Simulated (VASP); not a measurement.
Runs of VASP 6.6.1 on BaTe. The structure is that of space group Fm-3m (No. 225), or close to it. The cells are those of the table. 

| task | cell | cutoff (eV) | gap on the mesh (eV) | pressure (GPa) |
| --- | --- | --- | --- | --- |
| relaxation of cell and atoms | relaxed from a = 4.995 Å, angles 60.0°, 2 atoms | 600 | 1.60 | 0.0 |
| single point | a = 4.945 Å, angles 60.0°, 2 atoms | 520 | 1.51 | (a) |
| single point | a = 5.045 Å, angles 60.0°, 2 atoms | 520 | (b) | -0.5 |
| single point | a = 4.893 Å, angles 60.0°, 2 atoms | 520 | 1.44 | 2.4 |
| single point | a = 5.157 Å, angles 60.0°, 2 atoms | 520 | 1.75 | -2.0 |
| single point | a = 5.093 Å, angles 60.0°, 2 atoms | 520 | 1.69 | -1.2 |
| single point | a = 4.787 Å, angles 60.0°, 2 atoms | 520 | 1.27 | 5.3 |
| single point | a = 4.841 Å, angles 60.0°, 2 atoms | 520 | 1.36 | 3.7 |

Alike in all rows: level PBE; potentials or basis VASP PAW PBE potentials, release 64 (Ba_sv, Te); no spin polarisation; k mesh 8 × 8 × 8; smearing gaussian 0.02 eV.

Task: Estimate the missing entries.

Result: (a) 1.3; (b) 1.64.

Caveats: spin-orbit coupling is left out, which moves the levels of the heavy elements; the cell stands under pressure (at least some runs).

A k mesh can miss the band edges, and the runs leave out spin-orbit coupling on Ba, Te.
